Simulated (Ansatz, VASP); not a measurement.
This is a calculation of B for Ansatz 0.2.0.

File input.yaml:

```yaml
crystal:
  lattice:
    - [1.62456, 0.0, 0.0]
    - [0.0, 2.86615, 0.0]
    - [0.0, 0.0, 3.9144]
  atoms:
    - { symbol: B, position: [0.0, 0.5, 0.60926] }
    - { symbol: B, position: [0.5, 0.0, 0.39074] }
kpoints:
  mp_grid: { grid: [10, 5, 4] }
scf:
  occupations: { method: fermi_dirac, width: 0.03 }
hamiltonian:
  xc: pbe
  pseudopotentials: { kind: all_electron, lapw: { basis_error: 0.002 } }
output:
  forces: true
  stress: true
  eigenvalues: true
```

Potentials or basis: all-electron LAPW, scalar-relativistic.

Run with:

```console
$ ansatz run input.yaml --threads 1 --pin off --max-ram 3072MiB --backend cpu --events-out ev --progress --plain --runs-dir out
```

Problem. Translate it to VASP 6.6.1. Potentials there: VASP PAW PBE potentials, release 64 (B).

Solution. As run (the cutoff follows the program's own potentials):

File INCAR:

```
SYSTEM = B
ALGO = Normal ; EDIFF = 1E-7
ENCUT = 520 ; GGA = PE
ISIF = 2 ; ISMEAR = -1
LASPH = .TRUE. ; LCHARG = .FALSE.
LREAL = .FALSE. ; LWAVE = .FALSE.
NBANDS = 10 ; NELM = 80
PREC = Accurate ; SIGMA = 0.03
```

KPOINTS

```
k-points
0
G
  10 5 4
  0 0 0
```

Contents of POSCAR:

```
B
1.0
    1.6245600000      0.0000000000      0.0000000000
    0.0000000000      2.8661500000      0.0000000000
    0.0000000000      0.0000000000      3.9144000000
B
2
Direct
    0.0000000000      0.5000000000      0.6092600000
    0.5000000000      0.0000000000      0.3907400000
```

Potentials or basis: VASP PAW PBE potentials, release 64 (B).

Launch:

```console
$ cat potpaw_PBE.64/B/POTCAR > POTCAR
$ mpirun -np 1 vasp_std > vasp.out
```

Both were run:

|  | VASP | Ansatz | Ansatz less VASP |
| --- | --- | --- | --- |
| gap on the k mesh at the Fermi level (eV) | none | none | - |
| pressure (GPa) | 0.2 | 0.2 | -0.03 |
| traceless stress, the component that is largest in VASP (GPa) | 2.23 | 2.26 | +0.022 |
| rms of the force components (eV/Å) | 0.092 | 0.094 | +0.0018 |

Atom by atom the forces differ by 0.002 eV/Å (rms over components). A gap of «none» marks a metal or a gap that the smearing closes. Ansatz ran all-electron here, and VASP with PAW potentials.

The k mesh is coarse, so the values compare programs but aren't converged. Noted on Ansatz's run: the k mesh is thin for a metal, which can move the energy by tens of meV per atom.
